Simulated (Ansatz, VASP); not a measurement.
# PbSe: VASP beside Ansatz

```xyz
2
Lattice="0.0000 3.1080 3.1080 3.1080 0.0000 3.1080 3.1080 3.1080 0.0000" Properties=species:S:1:pos:R:3 pbc="T T T"
Pb    0.0000    0.0000    0.0000
Se    3.1080    3.1080    3.1080
```

Alike in both runs: functional PBE; k mesh 10 × 10 × 10; occupations fermi-dirac, width 0.03 eV; no spin polarisation.

Ansatz relaxed the structure, and its values are those at the end. VASP's run is a single point on that final structure, the one shown.

|  | VASP | Ansatz |
| --- | --- | --- |
| version | VASP 6.6.1 | Ansatz 0.2.0 |
| potentials or method | VASP PAW PBE potentials, release 64 (Pb_d, Se) | PAW with Ansatz's default frozen-core files, scalar-relativistic |
| plane-wave cutoff (eV) | 520 | 420 |
| valence electrons in the cell | 20 | 30 |

```csv
,VASP,Ansatz,Ansatz less VASP
pressure (GPa),0.0,0.0,+0.02
```

VASP's potentials hold 20 valence electrons a cell and Ansatz's 30, so a difference there can come from the potentials and not from the codes.

Spin-orbit coupling is off throughout.
